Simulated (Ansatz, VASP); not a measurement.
# One calculation of Al2W3, two programs

```
Al W
1.0
    -1.61195    1.61195    7.54169
     1.61195   -1.61195    7.54169
     1.61195    1.61195   -7.54169
Al W
2 3
Direct
  0.20034 0.20034 0.00000
  0.79966 0.79966 0.00000
  0.00000 0.00000 0.00000
  0.39927 0.39927 0.00000
  0.60073 0.60073 0.00000
```

Alike in both runs: functional PBE; k mesh 7 × 7 × 7; occupations gaussian, width 0.2 eV; no spin polarisation.

Ansatz relaxed the structure, and its values are those at the end. VASP's run is a single point on that final structure, the one shown.

|  | VASP | Ansatz |
| --- | --- | --- |
| version | VASP 6.6.1 | Ansatz 0.2.0 |
| potentials or method | VASP PAW PBE potentials, release 64 (Al, W_sv), cutoff 520 eV | scalar-relativistic, plane waves, PAW |
| valence electrons in the cell | 48 | 48 |

|  | VASP | Ansatz | Ansatz less VASP |
| --- | --- | --- | --- |
| gap on the k mesh at the Fermi level (eV) | none | none | - |
| pressure (GPa) | 0.2 | -0.1 | -0.24 |
| rms of the force components (eV/Å) | 0.012 | 0.003 | -0.0085 |

A gap of «none» marks a metal or a gap that the smearing closes. The functional is the same, so the differences come from potentials, cutoffs and numerics.

The k mesh is coarse, so the values compare programs but aren't converged. Spin-orbit coupling is off throughout.
